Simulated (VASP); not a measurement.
# CaSe (Cmcm) in VASP: a series of runs

CaSe is run at these levels: PBE, r2SCAN; tasks: single point.

All numbers are computed with VASP 6.6.1; they aren't measurements. Logs are shortened: lines on timing, memory, paths and dates and some standing lists are left out, and cuts for length are marked.

### 1 The cell of the first run

The structure is orthorhombic, space group Cmcm (No. 63). Conventional cell: a = 5.125 Å, b = 8.670 Å, c = 5.876 Å, α = 90.00°, β = 90.00°, γ = 90.00°. Ca (site symmetry m2m) has 5 Se at 2.92 to 2.94 Å within 3.8 Å. Within 3.8 Å of Se (site symmetry m2m) lie 5 Ca at 2.92 to 2.94 Å.

### 2 Single point, PBE (uniaxial x strain +2.4%)

INCAR reads:

```
PREC = Accurate ; ENCUT = 520
EDIFF = 1E-6 ; ISMEAR = -1
SIGMA = 0.02 ; LREAL = False
LASPH = True ; NELM = 60
ALGO = Normal ; ISIF = 2
LWAVE = False ; LCHARG = False
GGA = PE ; NBANDS = 24
```

KPOINTS reads:

```
Automatic mesh
0
Gamma
  6 6 4
```

POSCAR reads:

```
CaSe
1.0
    5.1247298729      0.0000000000      0.0000000000
   -2.5623649364      4.3349738792      0.0000000000
    0.0000000000      0.0000000000      5.8757322740
Ca Se
2 2
Direct
    0.3317847834      0.6635695668     -0.0625000000
    0.6682152166      0.3364304332      0.4375000000
    0.3311417881      0.6622835762      0.4375000000
    0.6688582119      0.3377164238      0.9375000000
```

Potentials or basis: VASP PAW PBE potentials, release 64 (Ca_sv, Se).

Started as:

```bash
$ cat potpaw_PBE.64/Ca_sv/POTCAR potpaw_PBE.64/Se/POTCAR > POTCAR
$ mpirun -np 1 vasp_std > vasp.out
```

OUTCAR:

```text
PREC = Accurate
   ENCUT = 520
   EDIFF = 1E-6
   ISMEAR = -1
   LREAL = False
   LASPH = True
   NELM = 60
   ISIF = 2
   GGA = PE

 ion  position               nearest neighbor table
   1  0.332  0.664  0.938-   4 2.92   4 2.93   4 2.93   3 2.94   3 2.94
   2  0.668  0.336  0.438-   3 2.92   3 2.93   3 2.93   4 2.94   4 2.94
   3  0.331  0.662  0.438-   2 2.92   2 2.93   2 2.93   1 2.94   1 2.94
   4  0.669  0.338  0.938-   1 2.92   1 2.93   1 2.93   2 2.94   2 2.94

  Warning from LATTYP: Monoclinic adjustment (A1->A3, A2->A1, A3->A2)!
  LATTYP: Found a base centered orthorhombic cell.
 ALAT       =     5.1247298729
 B/A-ratio  =     1.6917862938
 C/A-ratio  =     1.1465447779

  Lattice vectors:

 A1 = (   2.5623649364,  -4.3349738792,   0.0000000000)
 A2 = (   2.5623649365,   4.3349738792,   0.0000000000)
 A3 = (   0.0000000000,   0.0000000000,   5.8757322740)

Analysis of symmetry for initial positions (statically):
=====================================================================
 Subroutine PRICEL returns:
 Original cell was already a primitive cell.

 Routine SETGRP: Setting up the symmetry group for a
 base centered orthorhombic supercell.

 Subroutine GETGRP returns: Found  8 space group operations
 (whereof  2 operations were pure point group operations)
 out of a pool of  8 trial point group operations.

The static configuration has the point symmetry C_1h.
 The point group associated with its full space group is D_2h.

Analysis of symmetry for dynamics (positions and initial velocities):
=====================================================================
 Subroutine PRICEL returns:
 Original cell was already a primitive cell.

 Routine SETGRP: Setting up the symmetry group for a
 base centered orthorhombic supercell.

 Subroutine GETGRP returns: Found  8 space group operations
 (whereof  2 operations were pure point group operations)
 out of a pool of  8 trial point group operations.

The dynamic configuration has the point symmetry C_1h.
 The point group associated with its full space group is D_2h.

 Subroutine INISYM returns: Found  8 space group operations
 (whereof  2 operations are pure point group operations),
 and found     1 'primitive' translations

----------------------------------------------------------------------------------------

                                     Primitive cell

  volume of cell :     130.5327

  direct lattice vectors                    reciprocal lattice vectors
     5.124729873  0.000000000  0.000000000     0.195132236  0.115340949  0.000000000
    -2.562364936  4.334973879  0.000000000     0.000000000  0.230681897  0.000000000
     0.000000000  0.000000000  5.875732274     0.000000000  0.000000000  0.170191553

  length of vectors
     5.124729873  5.035644209  5.875732274     0.226671842  0.230681897  0.170191553

  position of ions in fractional coordinates (direct lattice)
     0.331784783  0.663569567  0.937500000
     0.668215217  0.336430433  0.437500000
     0.331141788  0.662283576  0.437500000
     0.668858212  0.337716424  0.937500000

  ion indices of the primitive-cell ions
   primitive index   ion index
                 1           1
                 2           2
                 3           3
                 4           4

----------------------------------------------------------------------------------------

 KPOINTS: Automatic mesh

Automatic generation of k-mesh.
 Grid dimensions read from file:
 generate k-points for:    6    6    4

 Generating k-lattice:

  Cartesian coordinates                     Fractional coordinates (reciprocal lattice)
     0.032522039  0.019223491  0.000000000     0.166666667  0.000000000  0.000000000
     0.000000000  0.038446983  0.000000000     0.000000000  0.166666667  0.000000000
     0.000000000  0.000000000  0.042547888     0.000000000  0.000000000  0.250000000

  Length of vectors
     0.037778640  0.038446983  0.042547888

  Shift w.r.t. Gamma in fractional coordinates (k-lattice)
     0.000000000  0.000000000  0.000000000

 Subroutine IBZKPT returns following result:
 ===========================================

 Found     39 irreducible k-points:

 Following reciprocal coordinates:
            Coordinates               Weight
  0.000000  0.000000  0.000000      1.000000
  0.166667 -0.000000  0.000000      4.000000
  0.333333  0.000000  0.000000      4.000000
  0.500000 -0.000000  0.000000      2.000000
  0.000000  0.166667  0.000000      2.000000
  0.166667  0.166667  0.000000      4.000000
[... 16 lines left out ...]
  0.000000  0.333333  0.250000      4.000000
  0.166667  0.333333  0.250000      8.000000
 [... further k-points ...]
   k-points           NKPTS =     39   k-points in BZ     NKDIM =     39   number of bands    NBANDS=     24
   number of dos      NEDOS =    301   number of ions     NIONS =      4
   total plane-waves  NPLWV =  76800
   dimension x,y,z NGX =    40 NGY =   40 NGZ =   48
   dimension x,y,z NGXF=    80 NGYF=   80 NGZF=   96
   ions per type =               2   2
   NGX,Y,Z   is equivalent  to a cutoff of  12.98, 13.21, 13.58 a.u.
   NGXF,Y,Z  is equivalent  to a cutoff of  25.95, 26.41, 27.16 a.u.
 SYSTEM =  unknown system
   PREC   = accura    normal or accurate (medium, high low for compatibility)
   ISTART =      0    job   : 0-new  1-cont  2-samecut
   ICHARG =      2    charge: 1-file 2-atom 10-const
   ISPIN  =      1    spin polarized calculation?
   LNONCOLLINEAR =      F non collinear calculations
   LSORBIT =      F    spin-orbit coupling
   LASPH  =      T    aspherical Exc in radial PAW
   ENCUT  =  520.0 eV  38.22 Ry    6.18 a.u.   9.53  9.36 10.92*2*pi/ulx,y,z
   NELM   =     60;   NELMIN=  2; NELMDL= -5     # of ELM steps
   EDIFF  = 0.1E-05   stopping-criterion for ELM
   LREAL  =      F    real-space projection
   EDIFFG = 0.1E-04   stopping-criterion for IOM
   NSW    =      0    number of steps for IOM
   IBRION =     -1    ionic relax: 0-MD 1-quasi-New 2-CG
   NFREE  =      0    steps in history (QN), initial steepest desc. (CG)
   ISIF   =      2    stress and relaxation
   ISYM   =      2    0-nonsym 1-usesym 2-fastsym
   POTIM  = 0.5000    time-step for ionic-motion
   TEBEG  =    0.0;   TEEND  =   0.0 temperature during run
   PSTRESS=    0.0 pullay stress
   NELECT =      32.0000    total number of electrons
   NUPDOWN=      -1.0000    fix difference up-down
   EMIN   =  10.00;   EMAX   =-10.00  energy-range for DOS
   EFERMI =   0.00;   METHOD = LEGACY
   ISMEAR =    -1;   SIGMA  =   0.02  broadening in eV -4-tet -1-fermi 0-gaus
   EFERMI_NEDOS =   21; number of points for ismear=-14 and -15
   IALGO  =     38    algorithm
   IMIX   =      4    mixing-type and parameters
     AMIX     =   0.40;   BMIX     =  1.00
     AMIX_MAG =   1.60;   BMIX_MAG =  1.00
  volume/ion in A,a.u.               =      32.63       220.22
  Fermi-wavevector in a.u.,A,eV,Ry     =   1.024594  1.936201 14.283290  1.049792
  Thomas-Fermi vector in A             =   2.158389
   LORBIT       =      0    0 simple, 1 ext, 2 COOP (PROOUT), +10 PAW based schemes
   GGA     = PE    functional components
[... 5 lines left out ...]
 non-spin polarized calculation
  energy-cutoff  :      520.00
  volume of cell :      130.53
 maximum number of plane-waves:      3538
 NGX is ok and might be reduce to    40
   NGX = 19   NGY = 19   NGZ = 21

 number of electron      32.0000000 magnetization

 Free energy of the ion-electron system (eV)
  ---------------------------------------------------
  ext. energy  EPLUGINS =         0.00000000
  ---------------------------------------------------
  free energy    TOTEN  =       -18.50077171 eV

  energy without entropy =      -18.50077171  energy(sigma->0) =      -18.50077171

 E-fermi :   1.5352     XC(G=0):  -7.9310

 val. band max:        1.0455933145   @ k =   0.0000   0.0000   0.0000
 cond. band min:       3.5397524928   @ k =   0.3333   0.3333   0.0000
 fundamental gap:      2.4941591784
 Fermi energy:         1.5352260605

 k-point     1 :       0.0000    0.0000    0.0000
  band No.  band energies     occupation
      1     -38.9111      2.00000
      2     -38.9035      2.00000
      3     -19.9577      2.00000
      4     -19.9528      2.00000
      5     -19.9431      2.00000
      6     -19.9313      2.00000
[... 16 lines left out ...]
     23       6.2960      0.00000
     24       6.7156      0.00000

 k-point     2 :       0.1667   -0.0000    0.0000
  band No.  band energies     occupation
      1     -38.9105      2.00000
      2     -38.9039      2.00000
      3     -19.9598      2.00000
      4     -19.9558      2.00000
      5     -19.9390      2.00000
      6     -19.9335      2.00000
[... 16 lines left out ...]
     23       6.2820      0.00000
     24       6.4389      0.00000

 k-point     3 :       0.3333    0.0000    0.0000
  band No.  band energies     occupation
      1     -38.9092      2.00000
      2     -38.9048      2.00000
      3     -19.9643      2.00000
      4     -19.9613      2.00000
      5     -19.9435      2.00000
      6     -19.9286      2.00000
[... 16 lines left out ...]
     23       6.0719      0.00000
     24       6.4448      0.00000

 k-point     4 :       0.5000   -0.0000    0.0000
  band No.  band energies     occupation
      1     -38.9082      2.00000
      2     -38.9057      2.00000
      3     -19.9665      2.00000
      4     -19.9640      2.00000
      5     -19.9490      2.00000
      6     -19.9285      2.00000
[... 16 lines left out ...]
     23       6.3043      0.00000
     24       6.4729      0.00000

 k-point     5 :       0.0000    0.1667    0.0000
  band No.  band energies     occupation
      1     -38.9105      2.00000
      2     -38.9039      2.00000
      3     -19.9612      2.00000
      4     -19.9547      2.00000
      5     -19.9389      2.00000
      6     -19.9368      2.00000
[... 16 lines left out ...]
     23       6.3114      0.00000
     24       6.4182      0.00000

 k-point     6 :       0.1667    0.1667    0.0000
  band No.  band energies     occupation
      1     -38.9096      2.00000
      2     -38.9046      2.00000
      3     -19.9645      2.00000
      4     -19.9593      2.00000
      5     -19.9430      2.00000
      6     -19.9313      2.00000
[... 16 lines left out ...]
     23       6.2584      0.00000
     24       6.2645      0.00000
[... 379 lines left out ...]
 k-point    21 :       0.5000    0.1667    0.2500
  band No.  band energies     occupation
      1     -38.9078      2.00000
      2     -38.9060      2.00000
      3     -19.9744      2.00000
      4     -19.9647      2.00000
      5     -19.9599      2.00000
      6     -19.9346      2.00000
[... 16 lines left out ...]
     23       6.4115      0.00000
     24       6.7375      0.00000

 k-point    22 :      -0.3333    0.1667    0.2500
  band No.  band energies     occupation
      1     -38.9089      2.00000
      2     -38.9053      2.00000
      3     -19.9684      2.00000
      4     -19.9577      2.00000
      5     -19.9514      2.00000
      6     -19.9348      2.00000
[... 16 lines left out ...]
     23       6.4371      0.00000
     24       6.5891      0.00000

 k-point    23 :       0.0000    0.3333    0.2500
  band No.  band energies     occupation
      1     -38.9085      2.00000
      2     -38.9055      2.00000
      3     -19.9756      2.00000
      4     -19.9597      2.00000
      5     -19.9533      2.00000
      6     -19.9294      2.00000
[... 16 lines left out ...]
     23       6.4707      0.00000
     24       6.5088      0.00000

 k-point    24 :       0.1667    0.3333    0.2500
  band No.  band energies     occupation
      1     -38.9078      2.00000
      2     -38.9060      2.00000
      3     -19.9776      2.00000
      4     -19.9671      2.00000
      5     -19.9568      2.00000
      6     -19.9313      2.00000
[... 16 lines left out ...]
     23       6.3914      0.00000
     24       6.7458      0.00000

 [... further k-points ...]

------------------------ aborting loop because EDIFF is reached ----------------------------------------

  FORCE on cell =-STRESS in cart. coord.  units (eV):
  Direction    XX          YY          ZZ          XY          YZ          ZX
  --------------------------------------------------------------------------------------
  -------------------------------------------------------------------------------------
  Total       -0.4466364     -0.3119247      0.1919176     -0.0000000      0.0000000      0.0000000
  in kB       -5.4820784     -3.8286080      2.3556239     -0.0000000      0.0000000      0.0000000
  external PRESSURE =      -2.3183542 kB  Pullay stress =       0.0000000 kB

 VOLUME and BASIS-vectors are now :
 -----------------------------------------------------------------------------
  energy-cutoff  :      520.00
  volume of cell :      130.53
      direct lattice vectors                 reciprocal lattice vectors
     5.124729873  0.000000000  0.000000000     0.195132236  0.115340949  0.000000000
    -2.562364936  4.334973879  0.000000000     0.000000000  0.230681897  0.000000000
     0.000000000  0.000000000  5.875732274     0.000000000  0.000000000  0.170191553

 POSITION                                       TOTAL-FORCE (eV/Angst)
 -----------------------------------------------------------------------------------
      0.00000      2.87656      5.50850         0.000000      0.003748      0.000000
      2.56236      1.45842      2.57063        -0.000000     -0.003748      0.000000
      0.00000      2.87098      2.57063        -0.000000     -0.000172     -0.000000
      2.56236      1.46399      5.50850         0.000000      0.000172      0.000000
 -----------------------------------------------------------------------------------
    total drift:                                0.000000     -0.000000      0.000000

  FREE ENERGIE OF THE ION-ELECTRON SYSTEM (eV)
  ---------------------------------------------------
  free  energy   TOTEN  =       -18.5007717064 eV

  energy  without entropy=      -18.5007717064  energy(sigma->0) =      -18.50077171
```

Run time: 4 min. Hardware: 1 thread of Oxide Virtual Turin-like, shared host; peak memory 0.29 GiB.

What came out:

```yaml
Free_energy: -18.5008 eV
Pressure: -0.2 GPa
Largest_force: 0.004 eV/Å
Band_gap_on_the_k_mesh: 2.49 eV (least direct gap 2.52 eV)
```

Forces in eV/Å, atoms in the order of the input:
```
Ca   0.000  0.004  0.000
Ca   0.000 -0.004  0.000
Se   0.000  0.000  0.000
Se   0.000  0.000  0.000
```

Levels at points of the mesh, in eV from the valence-band top:
```
           k point  band 12  band 13  band 14  band 15  band 16  band 17  band 18  band 19  band 20  band 21
(0.00, 0.00, 0.00)    -1.54    -1.49    -1.01    -0.99     0.00     2.52     3.51     3.58     4.38     4.87
(0.50, 0.00, 0.00)    -1.56    -1.52    -1.41    -0.97    -0.47     3.08     3.27     3.74     4.52     4.55
(0.00, 0.50, 0.00)    -1.63    -1.51    -1.36    -0.94    -0.49     3.00     3.32     3.63     4.55     4.58
(0.00, 0.00, 0.50)    -1.91    -1.36    -1.36    -1.33    -1.33     3.70     3.70     4.91     4.91     4.97
(0.50, 0.00, 0.50)    -2.62    -1.18    -1.18    -1.01    -1.01     3.61     3.61     4.65     4.65     5.17
(0.00, 0.50, 0.50)    -2.58    -1.23    -1.23    -1.02    -1.02     3.64     3.64     4.64     4.64     5.17
```

Caveat: the cell differs from its parent crystal (uniaxial x strain +2.4%); the structure was generated, so it needn't be the stable form of CaSe.

### 3 Single point, r2SCAN (uniaxial x strain +2.4%)

POSCAR is that of step 2.

INCAR.step1 reads:

```
SYSTEM = CaSe
ALGO     = Normal         ! electronic algorithm
EDIFF    = 1E-4           ! SCF threshold, eV
ENCUT    = 520            ! plane-wave cutoff, eV
GGA      = PE             ! functional
ISMEAR   = 0              ! smearing method
LASPH    = .True.         ! aspherical terms in the spheres
LCHARG   = .False.        ! write CHGCAR
LREAL    = .False.        ! projectors in reciprocal space
LWAVE    = .True.         ! write WAVECAR
NBANDS   = 24             ! bands
NELM     = 100            ! most SCF steps
PREC     = Accurate       ! precision mode
SIGMA    = 0.01           ! smearing width, eV
```

INCAR.step2 reads:

```
SYSTEM = CaSe
ALGO     = Normal         ! electronic algorithm
EDIFF    = 1E-6           ! SCF threshold, eV
ENCUT    = 520            ! plane-wave cutoff, eV
ISIF     = 2              ! what is computed and relaxed
ISMEAR   = 0              ! smearing method
ISTART   = 1            
LASPH    = .True.         ! aspherical terms in the spheres
LCHARG   = .False.        ! write CHGCAR
LMIXTAU  = .True.       
LREAL    = .False.        ! projectors in reciprocal space
LWAVE    = .False.        ! write WAVECAR
METAGGA  = R2SCAN         ! meta-GGA
NBANDS   = 24             ! bands
NELM     = 100            ! most SCF steps
PREC     = Accurate       ! precision mode
SIGMA    = 0.01           ! smearing width, eV
```

KPOINTS reads:

```
k-points
0
Gamma
  6 6 4
  0 0 0
```

Potentials or basis: VASP PAW PBE potentials, release 64 (Ca_sv, Se).

Started as:

```bash
$ cat potpaw_PBE.64/Ca_sv/POTCAR potpaw_PBE.64/Se/POTCAR > POTCAR
$ cp INCAR.step1 INCAR
$ mpirun -np 1 vasp_std > vasp.out
$ cp INCAR.step2 INCAR
$ mpirun -np 1 vasp_std > vasp.out
```

It took 10 min on 1 thread of Oxide Virtual Turin-like, shared host; peak memory 0.32 GiB.

The run converged. Its results:

- Free energy: -51.3560 eV
- Pressure: -0.7 GPa
- Band gap on the k mesh: 2.94 eV (least direct gap 2.98 eV)

Forces in eV/Å, atoms in the order of the input:
```
Ca   0.000  0.002  0.000
Ca   0.000 -0.002  0.000
Se   0.000 -0.001  0.000
Se   0.000  0.001  0.000
```

Stress tensor (GPa, compression positive):
```
-1.02  0.00  0.00
 0.00 -0.85  0.00
 0.00  0.00 -0.16
```

Levels at points of the mesh, in eV from the valence-band top:
```tsv
k point	band 13	band 14	band 15	band 16	band 17	band 18	band 19	band 20
(0.00, 0.00, 0.00)	-1.50	-1.01	-0.99	0.00	2.98	4.05	4.12	4.97
(0.50, 0.00, 0.00)	-1.53	-1.39	-0.96	-0.48	3.59	3.69	4.19	5.07
(0.00, 0.50, 0.00)	-1.52	-1.34	-0.93	-0.49	3.51	3.74	4.08	5.13
(0.00, 0.00, 0.50)	-1.37	-1.37	-1.33	-1.33	4.17	4.17	5.50	5.50
(0.50, 0.00, 0.50)	-1.19	-1.19	-1.01	-1.01	4.04	4.04	5.21	5.21
(0.00, 0.50, 0.50)	-1.24	-1.24	-1.02	-1.02	4.07	4.07	5.20	5.20
```

Caveat: the cell differs from its parent crystal (uniaxial x strain +2.4%); the structure was generated, so it needn't be the stable form of CaSe; the PAW data sets were made with another functional, which shifts forces and pressure a little.
